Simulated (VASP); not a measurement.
Te2Mo, 3 atoms in the cell. The structure is trigonal, space group P-3m1 (No. 164). Conventional cell: a = 4.428 Å, b = 4.428 Å, c = 6.632 Å, α = 90.00°, β = 90.00°, γ = 120.00°. Mo (site symmetry -3m) has 6 Te at 3.13 Å within 4.1 Å. Te (site symmetry 3m) has 3 Mo at 3.13 Å and 3 Te at 3.97 Å within 4.1 Å. 

- Program: VASP 6.6.1
- Task: relaxation of cell and atoms
- Functional: PBE
- Dispersion: D3(BJ)
- Potentials or basis: VASP PAW PBE potentials, release 64 (Mo_sv, Te)
- Cutoff: 600 eV
- k mesh: 6 × 6 × 4
- Occupations: fermi-dirac, width 0.02 eV
- Spin: no spin polarisation
- Dipole correction: no
- Further INCAR settings: ALGO = Normal; EDIFF = 1e-06; IBRION = 2; EDIFFG = -0.005; NSW = 80; ISIF = 3

Potentials or basis: VASP PAW PBE potentials, release 64 (Mo_sv, Te).

The run is started by

```bash
$ cat potpaw_PBE.64/Mo_sv/POTCAR potpaw_PBE.64/Te/POTCAR > POTCAR
$ mpirun -np 1 vasp_std > vasp.out
```

Hardware: 1 thread of Intel(R) Xeon(R) Platinum 8259CL CPU @ 2.50GHz (Skylake/Cascade Lake), on a shared host.

**Question.** How long does it take, and how much memory?

**Answer.** It took 12 min on 1 thread of Intel(R) Xeon(R) Platinum 8259CL CPU @ 2.50GHz (Skylake/Cascade Lake), with other jobs on the host, peak memory 0.32 GiB. Counts: scf iterations 196, k points 24, ion steps 20.
